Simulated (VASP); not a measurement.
A run of VASP 6.6.1 is set up as follows.

Contents of INCAR:

```
SYSTEM = SiC
ALGO = Normal
EDIFF = 1E-6
EDIFFG = -0.02
ENCUT = 520
GGA = PE
IBRION = 2
ISIF = 2
ISMEAR = -1
LASPH = .TRUE.
LCHARG = .FALSE.
LREAL = .FALSE.
LWAVE = .FALSE.
NELM = 80
NSW = 80
PREC = Accurate
SIGMA = 0.02
```

KPOINTS

```
k-points
0
G
  16 16 9
  0 0 0
```

The input POSCAR:

```
SiC
1.0
    3.0760000000      0.0000000000      0.0000000000
   -1.5380000000      2.6638941420      0.0000000000
    0.0000000000      0.0000000000      5.1994400000
Si C
2 2
Direct
    0.3333333333      0.6666666667      0.0044955126
    0.6666666667      0.3333333333      0.5044955126
    0.3333333333      0.6666666667      0.3805044874
    0.6666666667      0.3333333333      0.8805044874
```

Potentials or basis: VASP PAW PBE potentials, release 64 (Si, C).

The run is started by

```console
$ cat potpaw_PBE.64/Si/POTCAR potpaw_PBE.64/C/POTCAR > POTCAR
$ mpirun -np 1 vasp_std > vasp.out
```

**Question.** Predict the band gap on the k mesh.

**Answer.** 2.19 eV (least direct gap 4.14 eV).

**Question.** Estimate the energy gained by relaxing.

**Answer.** 0.7 meV/atom.

Stress tensor (GPa, compression positive):
```
  1.94   0.00   0.00
  0.00   1.94   0.00
  0.00   0.00 -12.20
```

Caveat: the cell differs from its parent crystal (z stretched by +3 %); an odd mesh through Γ misses points on the zone boundary, where band edges can lie.
